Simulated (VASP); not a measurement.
Crystal: CoO.

```
CELL_PARAMETERS angstrom
0.00000 2.13150 2.13150
2.13150 0.00000 2.13150
2.13150 2.13150 0.00000
ATOMIC_POSITIONS crystal
Co 0.00000 0.00000 0.00000
O 0.50000 0.50000 0.50000
```

Base run:

- Program: VASP 6.6.1
- Functional: LDA
- Potentials or basis: VASP PAW LDA potentials, release 64 (Co, O)
- Cutoff: 520 eV
- k mesh: 8 × 8 × 8
- Occupations: methfessel-paxton, width 0.15 eV
- Spin: collinear spin, ferromagnetic start
- Starting moments: [3.2, 0.0] μB
- Hubbard terms: Co d U = 7.0 eV

Its results: band gap on the k mesh zero (filled and empty bands overlap); pressure -19.8 GPa; net moment 3.00 μB per cell; site moments Co +2.79; O +0.22 μB.

Problem. The run is repeated on the same cell with these changes: hubbard terms from Co d U = 7.0 eV to Co d U = 3.0 eV. What comes out?

Solution. Band gap on the k mesh zero (filled and empty bands overlap); pressure -18.8 GPa; net moment 3.00 μB per cell; site moments Co +2.69; O +0.29 μB.

Caveats: a cell with one magnetic atom can't hold antiferromagnetic order, which such compounds often take.
